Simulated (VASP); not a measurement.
The system is P.

```
P
1.0
     2.71148    0.00000    0.00000
    -1.35574    2.34821    0.00000
     0.00000    0.00000    4.61368
P
2
Direct
  0.33333 0.66667 0.25000
  0.66667 0.33333 0.75000
```

```yaml
Program: VASP 6.6.1
Task: relaxation of cell and atoms
Functional: r2SCAN
Potentials_or_basis: VASP PAW PBE potentials, release 64 (P)
Cutoff: 600 eV
k_mesh: 9 × 9 × 4
Occupations: gaussian, width 0.1 eV
Spin: no spin polarisation
```

At the start: pressure 0.7 GPa; volume 14.69 Å³/atom.

**Question.** Where does the relaxation end?

**Answer.** Over 21 steps the energy falls by 622.4 meV/atom and the volume is 15.27 Å³/atom (+4.0 %); space group P6_3/mmc (No. 194, to 0.05 Å).

The path:
```tsv
step	energy change (eV)	largest force (eV/Å)	pressure (GPa)	volume (Å³)
1	0.0000	0.0000	0.67	29.38
2	-0.0056	0.0000	-0.26	29.64
3	-0.0161	0.0000	-2.52	30.40
4	-0.0161	0.0000	-2.17	30.25
5	-0.0186	0.0000	-2.07	30.21
6	-0.0285	0.0000	-3.12	30.10
7	-0.0886	0.0000	-3.41	29.85
8	-0.1519	0.0000	-1.87	29.25
9	-0.7297	0.0000	5.57	27.65
10	0.3841	0.0000	48.54	22.74
11	-0.6111	0.0000	29.92	24.80
12	-1.0143	0.0000	16.08	26.47
13	-1.0101	0.0000	18.21	26.14
14	-1.0018	0.0000	19.02	26.01
15	-1.1029	0.0000	13.62	27.00
16	-1.2369	0.0000	1.19	30.04
17	-1.2385	0.0000	-0.07	30.41
18	-1.2418	0.0000	0.07	30.43
19	-1.2444	0.0000	0.32	30.47
20	-1.2446	0.0000	0.40	30.48
21	-1.2447	0.0000	0.16	30.55
```

Final structure:
```yaml
crystal:
  lattice:
    - [3.30483, 0.00000, 0.00000]
    - [-1.65242, 2.86207, 0.00000]
    - [0.00000, 0.00000, 3.22967]
  atoms:
    - { symbol: P, position: [0.33333, 0.66667, 0.25000] }
    - { symbol: P, position: [0.66667, 0.33333, 0.75000] }
```

Caveat: the PAW data sets were made with another functional, which shifts forces and pressure a little.
